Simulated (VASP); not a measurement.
Here is a VASP 6.6.1 calculation.

Contents of INCAR:

```
SYSTEM = Al2Rh
ALGO = Fast
EDIFF = 1E-6
EDIFFG = -0.01
ENCUT = 600
GGA = PE
IBRION = 2
ISIF = 3
ISMEAR = 0
LASPH = .True.
LCHARG = .False.
LREAL = .False.
LWAVE = .False.
NELM = 100
NSW = 100
PREC = Accurate
SIGMA = 0.1
```

KPOINTS

```
k-points
0
Gamma
  6 6 14
  0 0 0
```

File POSCAR:

```
Al2Rh
1.0
    6.2712143042      0.0000000000      0.0000000000
    0.0000000000      6.2712143042      0.0000000000
    0.0000000000      0.0000000000      2.8904271464
Al Rh
4 2
Direct
    0.2743939839      0.2743939839      0.0000000000
    0.2256060161      0.7743939839      0.5000000000
    0.7256060161      0.7256060161      0.0000000000
    0.7743939839      0.2256060161      0.5000000000
    0.0000000000      0.0000000000      0.0000000000
    0.5000000000      0.5000000000      0.5000000000
```

Potentials or basis: VASP PAW PBE potentials, release 64 (Al, Rh_pv).

The run is started by

```bash
$ cat potpaw_PBE.64/Al/POTCAR potpaw_PBE.64/Rh_pv/POTCAR > POTCAR
$ mpirun -np 1 vasp_std > vasp.out
```

(1) Estimate the relaxed volume.

(2) Estimate the relaxed cell.

(3) What does it give for the band gap on the k mesh?

Answers

(1) 18.91 Å³/atom.

(2) a = 6.276 Å, b = 6.276 Å, c = 2.881 Å, α = 90.00°, β = 90.00°, γ = 90.00°.

(3) zero (band 21 reaches 8.32 eV, above the bottom of band 22 at 5.51 eV).
